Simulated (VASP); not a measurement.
# MoNO (P4/nmm) in VASP: further runs, part 2 of 2

VASP 6.6.1.

## (4) Single point, PBE

Input file INCAR:

```
PREC     = Accurate       # precision mode
ENCUT    = 600            # plane-wave cutoff, eV
EDIFF    = 1E-6           # SCF threshold, eV
ISMEAR   = 0              # smearing method
SIGMA    = 0.2873         # smearing width, eV
LREAL    = F              # projectors in reciprocal space
LASPH    = T              # aspherical terms in the spheres
NELM     = 120            # most SCF steps
ALGO     = Normal         # electronic algorithm
ISIF     = 2              # what is computed and relaxed
LWAVE    = F              # write WAVECAR
LCHARG   = F              # write CHGCAR
GGA      = PE             # functional
NBANDS   = 34             # bands
GGA_COMPAT= F
```

Input file KPOINTS:

```
Automatic mesh
0
Gamma
  6 6 3
  0.5 0.5 0.5
```

Input file POSCAR:

```
MoNO
1.0
    2.8345670000      0.0000000000      0.0000000000
    0.0000000000      2.8345670000      0.0000000000
    0.0000000000      0.0000000000      7.1761200000
Mo O N
2 2 2
Direct
    0.0000000000      0.5000000000      0.9000000000
    0.5000000000      0.0000000000      0.1000000000
    0.0000000000      0.5000000000      0.3350000000
    0.5000000000      0.0000000000      0.6650000000
    0.0000000000      0.5000000000      0.6170000000
    0.5000000000      0.0000000000      0.3830000000
```

Potentials or basis: VASP PAW PBE potentials, release 64 (Mo_sv, O, N).

Started as:

```bash
> cat potpaw_PBE.64/Mo_sv/POTCAR potpaw_PBE.64/O/POTCAR potpaw_PBE.64/N/POTCAR > POTCAR
> mpirun -np 1 vasp_std > vasp.out
```

OUTCAR:

```text
PREC = Accurate
   ENCUT = 600
   EDIFF = 1E-6
   ISMEAR = 0
   LREAL = F
   LASPH = T
   NELM = 120
   ISIF = 2
   GGA = PE

 ion  position               nearest neighbor table
   1  0.000  0.500  0.900-   5 2.03   2 2.47   2 2.47   2 2.47   2 2.47   4 2.62   4 2.62   4 2.62
                             4 2.62
   2  0.500  0.000  0.100-   6 2.03   1 2.47   1 2.47   1 2.47   1 2.47   3 2.62   3 2.62   3 2.62
                             3 2.62
   3  0.000  0.500  0.335-   2 2.62   2 2.62   2 2.62   2 2.62
   4  0.500  0.000  0.665-   1 2.62   1 2.62   1 2.62   1 2.62
   5  0.000  0.500  0.617-   1 2.03
   6  0.500  0.000  0.383-   2 2.03

  LATTYP: Found a simple tetragonal cell.
 ALAT       =     2.8345670000
 C/A-ratio  =     2.5316459269

  Lattice vectors:

 A1 = (   2.8345670000,   0.0000000000,   0.0000000000)
 A2 = (   0.0000000000,   2.8345670000,   0.0000000000)
 A3 = (   0.0000000000,   0.0000000000,   7.1761200000)

Analysis of symmetry for initial positions (statically):
=====================================================================
 Subroutine PRICEL returns:
 Original cell was already a primitive cell.

 Routine SETGRP: Setting up the symmetry group for a
 simple tetragonal supercell.

 Subroutine GETGRP returns: Found 16 space group operations
 (whereof  8 operations were pure point group operations)
 out of a pool of 16 trial point group operations.

The static configuration has the point symmetry D_2d.
 The point group associated with its full space group is D_4h.

Analysis of symmetry for dynamics (positions and initial velocities):
=====================================================================
 Subroutine PRICEL returns:
 Original cell was already a primitive cell.

 Routine SETGRP: Setting up the symmetry group for a
 simple tetragonal supercell.

 Subroutine GETGRP returns: Found 16 space group operations
 (whereof  8 operations were pure point group operations)
 out of a pool of 16 trial point group operations.
[... 119 lines left out ...]
  Fermi-wavevector in a.u.,A,eV,Ry     =   1.561147  2.950140 33.159844  2.437180
  Thomas-Fermi vector in A             =   2.664255
   LORBIT       =      0    0 simple, 1 ext, 2 COOP (PROOUT), +10 PAW based schemes
   GGA     = PE    functional components
   LHFCALC =     F    Hartree Fock is set to
   AEXX    =    0.0000 exact exchange contribution
   IVDW    =     0    specifies the selected vdW correction
   LEPSILON=     F    determine dielectric tensor
   LRPA    =     F    only Hartree local field effects (RPA)
 non-spin polarized calculation
 Gauss-broadening in eV      SIGMA  =   0.29
  energy-cutoff  :      600.00
  volume of cell :       57.66
 maximum number of plane-waves:      1936
 NGX is ok and might be reduce to    24
   NGX = 11   NGY = 11   NGZ = 29

 number of electron      50.0000008 magnetization

 Free energy of the ion-electron system (eV)
  ---------------------------------------------------
  ext. energy  EPLUGINS =         0.00000000
  ---------------------------------------------------
  free energy    TOTEN  =       -37.47243195 eV

  energy without entropy =      -37.29976635  energy(sigma->0) =      -37.38609915

 E-fermi :   9.3317     XC(G=0): -13.0788

 val. band max:        9.2957718889   @ k =   0.2500   0.2500   0.5000
 cond. band min:       9.3736121868   @ k =   0.0833   0.0833   0.1667
 fundamental gap:      0.0778402979
 Fermi energy:         9.3316969414

 k-point     1 :       0.0833    0.0833    0.1667
  band No.  band energies     occupation
      1     -51.5164      2.00000
      2     -50.8629      2.00000
      3     -26.0655      2.00000
      4     -25.6788      2.00000
      5     -25.6576      2.00000
      6     -24.8452      2.00000
[... 433 lines left out ...]
     33      14.0247      0.00000
     34      14.3538      0.00000

------------------------ aborting loop because EDIFF is reached ----------------------------------------

  FORCE on cell =-STRESS in cart. coord.  units (eV):
  Direction    XX          YY          ZZ          XY          YZ          ZX
  --------------------------------------------------------------------------------------
  -------------------------------------------------------------------------------------
  Total       12.5967002     12.5967002     11.9298668      0.0000000     -0.0000000      0.0000000
  in kB      350.0291631    350.0291631    331.4996177      0.0000000     -0.0000000      0.0000000
  external PRESSURE =     343.8526480 kB  Pullay stress =       0.0000000 kB

 VOLUME and BASIS-vectors are now :
 -----------------------------------------------------------------------------
  energy-cutoff  :      600.00
  volume of cell :       57.66
      direct lattice vectors                 reciprocal lattice vectors
     2.834567000  0.000000000  0.000000000     0.352787569  0.000000000  0.000000000
     0.000000000  2.834567000  0.000000000     0.000000000  0.352787569  0.000000000
     0.000000000  0.000000000  7.176120000     0.000000000  0.000000000  0.139351070

 POSITION                                       TOTAL-FORCE (eV/Angst)
 -----------------------------------------------------------------------------------
      0.00000      1.41728      6.45851        -0.000000      0.000000     -4.959349
      1.41728      0.00000      0.71761         0.000000      0.000000      4.959349
      0.00000      1.41728      2.40400        -0.000000     -0.000000     -1.260885
      1.41728      0.00000      4.77212        -0.000000      0.000000      1.260885
      0.00000      1.41728      4.42767        -0.000000     -0.000000      3.359403
      1.41728      0.00000      2.74845        -0.000000      0.000000     -3.359403
 -----------------------------------------------------------------------------------
    total drift:                                0.000000      0.000000     -0.000000

  FREE ENERGIE OF THE ION-ELECTRON SYSTEM (eV)
  ---------------------------------------------------
  free  energy   TOTEN  =       -37.4724319482 eV

  energy  without entropy=      -37.2997663488  energy(sigma->0) =      -37.38609915
```

OSZICAR:

```text
N       E                     dE             d eps       ncg     rms          rms(c)
DAV:   1     0.529034184143E+03    0.52903E+03   -0.32982E+04   816   0.171E+03
DAV:   2    -0.148828035467E+02   -0.54392E+03   -0.52212E+03   970   0.478E+02
DAV:   3    -0.383187049400E+02   -0.23436E+02   -0.22420E+02   992   0.986E+01
DAV:   4    -0.386978280642E+02   -0.37912E+00   -0.37630E+00   914   0.126E+01
DAV:   5    -0.387025026165E+02   -0.46746E-02   -0.46589E-02   930   0.123E+00    0.304E+01
DAV:   6    -0.383228911567E+02    0.37961E+00   -0.50958E+00  1026   0.147E+01    0.130E+01
DAV:   7    -0.403858522005E+02   -0.20630E+01   -0.15551E+01   962   0.195E+01    0.152E+01
DAV:   8    -0.378103747095E+02    0.25755E+01   -0.97166E+00   996   0.140E+01    0.518E+00
DAV:   9    -0.374705519731E+02    0.33982E+00   -0.78495E-01   912   0.491E+00    0.112E+00
DAV:  10    -0.374730585390E+02   -0.25066E-02   -0.94239E-02   976   0.182E+00    0.398E-01
DAV:  11    -0.374723552169E+02    0.70332E-03   -0.41486E-03   878   0.462E-01    0.115E-01
DAV:  12    -0.374724222749E+02   -0.67058E-04   -0.44067E-04   916   0.157E-01    0.337E-02
DAV:  13    -0.374724308327E+02   -0.85577E-05   -0.41281E-05   930   0.525E-02    0.871E-03
DAV:  14    -0.374724318649E+02   -0.10323E-05   -0.42907E-06   836   0.159E-02    0.328E-03
DAV:  15    -0.374724319482E+02   -0.83273E-07   -0.33077E-07   436   0.399E-03
   1 F= -.37472432E+02 E0= -.37386099E+02  d E =-.172666E+00
```

Wall time 20 s (1 thread of Intel Xeon Platinum 8375C at 2.90GHz (Ice Lake), shared host); peak memory 0.19 GiB.

What came out:

* Free energy: -37.4724 eV
* Pressure: 34.4 GPa
* Largest force: 4.959 eV/Å
* Band gap on the k mesh: zero (bands 25 and 26 overlap by 2.28 eV)

Forces on the atoms (eV/Å):
```
Mo   0.000  0.000 -4.959
Mo   0.000  0.000  4.959
O    0.000  0.000 -1.261
O    0.000  0.000  1.261
N    0.000  0.000  3.359
N    0.000  0.000 -3.359
```

Caveat: the k points lie up to 0.37 Å⁻¹ apart, too coarse for converged energies and pressures of a metal; so wide a smearing shifts energies and pressures; forces of over 1 eV/Å act on the atoms, so gaps and moduli don't describe the material at rest.

## (5) Single point, RPBE

Input file INCAR:

```
SYSTEM = MoNO
ALGO     = Normal         ! electronic algorithm
EDIFF    = 1E-6           ! SCF threshold, eV
ENCUT    = 600            ! plane-wave cutoff, eV
GGA      = RP             ! functional
GGA_COMPAT= .FALSE.      
ISIF     = 2              ! what is computed and relaxed
ISMEAR   = 0              ! smearing method
LASPH    = .TRUE.         ! aspherical terms in the spheres
LCHARG   = .TRUE.         ! write CHGCAR
LELF     = .TRUE.         ! ELF
LREAL    = .FALSE.        ! projectors in reciprocal space
LVHAR    = .TRUE.       
LWAVE    = .FALSE.        ! write WAVECAR
NBANDS   = 34             ! bands
NELM     = 120            ! most SCF steps
PREC     = Accurate       ! precision mode
SIGMA    = 0.2873         ! smearing width, eV
```

Input file KPOINTS:

```
k-points
0
G
  6 6 3
  0 0 0
```

POSCAR is that of step 4.

Potentials or basis: VASP PAW PBE potentials, release 64 (Mo_sv, O, N).

Started as:

```bash
> cat potpaw_PBE.64/Mo_sv/POTCAR potpaw_PBE.64/O/POTCAR potpaw_PBE.64/N/POTCAR > POTCAR
> mpirun -np 1 vasp_std > vasp.out
```

OUTCAR:

```text
SYSTEM = MoNO
   EDIFF = 1E-6
   ENCUT = 600
   GGA = RP
   ISIF = 2
   ISMEAR = 0
   LASPH = .TRUE.
   LREAL = .FALSE.
   NELM = 120
   PREC = Accurate

 ion  position               nearest neighbor table
   1  0.000  0.500  0.900-   5 2.03   2 2.47   2 2.47   2 2.47   2 2.47   4 2.62   4 2.62   4 2.62
                             4 2.62
   2  0.500  0.000  0.100-   6 2.03   1 2.47   1 2.47   1 2.47   1 2.47   3 2.62   3 2.62   3 2.62
                             3 2.62
   3  0.000  0.500  0.335-   2 2.62   2 2.62   2 2.62   2 2.62
   4  0.500  0.000  0.665-   1 2.62   1 2.62   1 2.62   1 2.62
   5  0.000  0.500  0.617-   1 2.03
   6  0.500  0.000  0.383-   2 2.03

  LATTYP: Found a simple tetragonal cell.
 ALAT       =     2.8345670000
 C/A-ratio  =     2.5316459269

  Lattice vectors:

 A1 = (   2.8345670000,   0.0000000000,   0.0000000000)
 A2 = (   0.0000000000,   2.8345670000,   0.0000000000)
 A3 = (   0.0000000000,   0.0000000000,   7.1761200000)

Analysis of symmetry for initial positions (statically):
=====================================================================
 Subroutine PRICEL returns:
[... 181 lines left out ...]
 fundamental gap:      0.0929139203
 Fermi energy:         9.4441362851

 k-point     1 :       0.0000    0.0000    0.0000
  band No.  band energies     occupation
      1     -51.4585      2.00000
      2     -50.7591      2.00000
      3     -25.9788      2.00000
      4     -25.4980      2.00000
      5     -25.4980      2.00000
      6     -24.8822      2.00000
[... 729 lines left out ...]
     33      14.5894      0.00000
     34      14.5894      0.00000

------------------------ aborting loop because EDIFF is reached ----------------------------------------

  FORCE on cell =-STRESS in cart. coord.  units (eV):
  Direction    XX          YY          ZZ          XY          YZ          ZX
  --------------------------------------------------------------------------------------
  -------------------------------------------------------------------------------------
  Total       14.1860193     14.1860193     13.7372239      0.0000000      0.0000000      0.0000000
  in kB      394.1921597    394.1921597    381.7213167      0.0000000      0.0000000      0.0000000
  external PRESSURE =     390.0352120 kB  Pullay stress =       0.0000000 kB

 VOLUME and BASIS-vectors are now :
 -----------------------------------------------------------------------------
  energy-cutoff  :      600.00
  volume of cell :       57.66
      direct lattice vectors                 reciprocal lattice vectors
     2.834567000  0.000000000  0.000000000     0.352787569  0.000000000  0.000000000
     0.000000000  2.834567000  0.000000000     0.000000000  0.352787569  0.000000000
     0.000000000  0.000000000  7.176120000     0.000000000  0.000000000  0.139351070

 POSITION                                       TOTAL-FORCE (eV/Angst)
 -----------------------------------------------------------------------------------
      0.00000      1.41728      6.45851        -0.000000      0.000000     -5.074029
      1.41728      0.00000      0.71761         0.000000      0.000000      5.074029
      0.00000      1.41728      2.40400        -0.000000     -0.000000     -1.458822
      1.41728      0.00000      4.77212        -0.000000      0.000000      1.458822
      0.00000      1.41728      4.42767        -0.000000      0.000000      3.374694
      1.41728      0.00000      2.74845        -0.000000      0.000000     -3.374694
 -----------------------------------------------------------------------------------
    total drift:                                0.000000      0.000000     -0.000000

  FREE ENERGIE OF THE ION-ELECTRON SYSTEM (eV)
  ---------------------------------------------------
  free  energy   TOTEN  =       -34.4923926722 eV

  energy  without entropy=      -34.2916012074  energy(sigma->0) =      -34.39199694
```

stdout:

```text
POSCAR found type information on POSCAR MoO N
 POSCAR found :  3 types and       6 ions
 scaLAPACK will be used
 -----------------------------------------------------------------------------
|                                                                             |
|                                                                             |
|     You enforced a specific xc type in the INCAR file but a different       |
|     I HOPE YOU KNOW WHAT YOU ARE DOING!                                     |
|                                                                             |
 -----------------------------------------------------------------------------

 LDA part: xc-table for (Slater+PW92), standard interpolation
 POSCAR, INCAR and KPOINTS ok, starting setup
 FFT: planning ... GRIDC
 FFT: planning ... GRID_SOFT
 FFT: planning ... GRID
 WAVECAR not read
 entering main loop
```

Run time: 33 s. Hardware: 1 thread of Intel Xeon Platinum 8375C at 2.90GHz (Ice Lake), shared host; peak memory 0.2 GiB.

What came out:

```yaml
Free_energy: -34.4924 eV
Pressure: 39.0 GPa
Largest_force: 5.074 eV/Å
Band_gap_on_the_k_mesh: zero (bands 25 and 26 overlap by 3.51 eV)
```

Forces on the atoms (eV/Å):
```
Mo   0.000  0.000 -5.074
Mo   0.000  0.000  5.074
O    0.000  0.000 -1.459
O    0.000  0.000  1.459
N    0.000  0.000  3.375
N    0.000  0.000 -3.375
```

Caveat: the k points lie up to 0.37 Å⁻¹ apart, too coarse for converged energies and pressures of a metal; so wide a smearing shifts energies and pressures; the PAW data sets were made with another functional, which shifts forces and pressure a little.

## (6) Overview

```csv
level,k mesh,gap on the mesh (eV),pressure (GPa),largest force (eV/Å)
PBE,6 × 6 × 3,none,34.2,5.12
revPBE,6 × 6 × 3,none,37.7,5.08
PBE,"6 × 6 × 3, shifted",none,34.4,4.96
RPBE,6 × 6 × 3,none,39.0,5.07
```

Alike in all rows: task single point; potentials or basis VASP PAW PBE potentials, release 64 (Mo_sv, O, N); no spin polarisation; cell as given; cutoff (eV) 600; smearing gaussian 0.2873 eV.

Caveats: all runs use coarse meshes; so wide a smearing shifts energies and pressures; forces of over 1 eV/Å act on the atoms, so gaps and moduli don't describe the material at rest (at least some runs); the PAW data sets were made with another functional, which shifts forces and pressure a little (at least some runs).

Total energies depend on the potentials used, so only differences within one code and one set of settings carry meaning.

The gap in the log of VASP goes by the Fermi energy; the results here count the filled bands.